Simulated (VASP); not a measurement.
BaTiO3, 10 atoms in the cell. It takes space group Pm-3m (No. 221, cubic). Conventional cell: a = 4.033 Å, b = 4.033 Å, c = 4.033 Å, α = 90.00°, β = 90.00°, γ = 90.00°. Within 3.8 Å of Ba (site symmetry m-3m) lie 12 O at 2.85 Å and 8 Ti at 3.49 Å. Ti (site symmetry m-3m) has 6 O at 2.02 Å within 2.7 Å. Within 2.7 Å of O (site symmetry 4/mmm) lie 2 Ti at 2.02 Å. Within 2.7 Å of O (site symmetry 4/mmm) lie 2 Ti at 2.02 Å. 

- Program: VASP 6.6.1
- Task: single point
- Functional: r2SCAN
- Potentials or basis: VASP PAW PBE potentials, release 64 (Ba_sv, Ti_sv, O)
- Cutoff: 520 eV
- k mesh: 5 × 3 × 5
- Occupations: fermi-dirac, width 0.1 eV
- Spin: no spin polarisation
- Dipole correction: no
- Further INCAR settings: ALGO = Normal; EDIFF = 1e-06; NBANDS = 51

Potentials or basis: VASP PAW PBE potentials, release 64 (Ba_sv, Ti_sv, O).

Launch:

```console
$ cat potpaw_PBE.64/Ba_sv/POTCAR potpaw_PBE.64/Ti_sv/POTCAR potpaw_PBE.64/O/POTCAR > POTCAR
$ cp INCAR.step1 INCAR
$ mpirun -np 1 vasp_std > vasp.out
$ cp INCAR.step2 INCAR
$ mpirun -np 1 vasp_std > vasp.out
```

Hardware: 1 thread of Intel(R) Xeon(R) Platinum 8375C CPU @ 2.90GHz (Ice Lake), with other jobs on the host.

**Question.** How long does it take, and how much memory?

**Answer.** Run time: 7.8 min on 1 thread of Intel(R) Xeon(R) Platinum 8375C CPU @ 2.90GHz (Ice Lake), on a shared host, peak memory 0.28 GiB. Counts: k points 12.
